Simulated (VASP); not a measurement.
La2Zr3O:

```
CELL_PARAMETERS angstrom
5.78078 0.00000 0.00000
-2.89039 5.00630 0.00000
0.00000 0.00000 4.26958
ATOMIC_POSITIONS crystal
La 0.66667 0.33333 0.49615
La 0.33333 0.66667 0.49615
Zr 0.00000 0.50000 0.99502
Zr 0.50000 0.00000 0.99502
Zr 0.50000 0.50000 0.99502
O 0.00000 0.00000 0.19263
```

The cell was built from a structure type or drawn by symmetry, and may not be a known phase.

```yaml
Program: VASP 6.6.1
Task: relaxation of cell and atoms
Functional: PBE
Potentials_or_basis: VASP PAW PBE potentials, release 64 (La, Zr_sv, O)
Cutoff: 600 eV
k_mesh: 3 × 3 × 4
Occupations: gaussian, width 0.1 eV
Spin: no spin polarisation
```

At the start: pressure 22.2 GPa; volume 20.59 Å³/atom.

**Question.** Where does the relaxation end?

**Answer.** Over 25 steps the energy falls by 870.5 meV/atom and the volume is 26.71 Å³/atom (+29.7 %); space group P6mm (No. 183, to 0.1 Å) before, P6/mmm (No. 191, to 0.1 Å).

The path:
```
step  energy change (eV)  largest force (eV/Å)  pressure (GPa)  volume (Å³)
   1              0.0000                0.9128           22.21       123.56
   2             -3.6021                0.8443           -3.52       180.12
   3             -3.6221                0.8981           -1.94       171.66
   4             -3.6269                0.8740           -2.69       175.46
   5             -4.1766                0.9721           -1.61       167.40
   6             -4.4123                1.1655            0.56       159.39
   7             -4.4135                1.1954            0.91       158.40
   8             -4.5303                1.2112            0.22       160.72
   9             -4.7939                1.1146           -1.86       167.69
  10             -4.6603                0.0841           -5.72       181.62
  11             -4.8899                0.8899           -3.04       171.47
  12             -4.9483                0.8103           -2.83       170.42
  13             -5.0883                0.5259           -2.13       167.31
  14             -5.1598                0.2347           -0.35       161.18
  15             -5.1723                0.0741           -0.95       163.02
  16             -5.1932                0.0829           -0.57       161.90
  17             -5.2116                0.1540            0.16       159.80
  18             -5.2122                0.1702            0.30       159.38
  19             -5.2160                0.1547            0.09       159.99
  20             -5.2187                0.1281           -0.28       161.09
  21             -5.2206                0.1081           -0.04       160.56
  22             -5.2214                0.0892            0.03       160.05
  23             -5.2214                0.0828            0.08       159.88
  24             -5.2222                0.0645            0.05       159.98
  25             -5.2232                0.0202           -0.02       160.25
```

Final structure:
```yaml
crystal:
  lattice:
    - [5.54820, 0.00000, 0.00000]
    - [-2.77410, 4.80488, 0.00000]
    - [0.00000, 0.00000, 6.01108]
  atoms:
    - { symbol: La, position: [0.66667, 0.33333, 0.52860] }
    - { symbol: La, position: [0.33333, 0.66667, 0.52860] }
    - { symbol: Zr, position: [0.00000, 0.50000, 0.02773] }
    - { symbol: Zr, position: [0.50000, 0.00000, 0.02773] }
    - { symbol: Zr, position: [0.50000, 0.50000, 0.02773] }
    - { symbol: O, position: [0.00000, 0.00000, 0.02960] }
```

Caveat: the k points lie up to 0.44 Å⁻¹ apart in the final cell, too coarse for converged energies and pressures of a metal; the volume moved by over 15 % at a fixed basis, so the end points are rough.
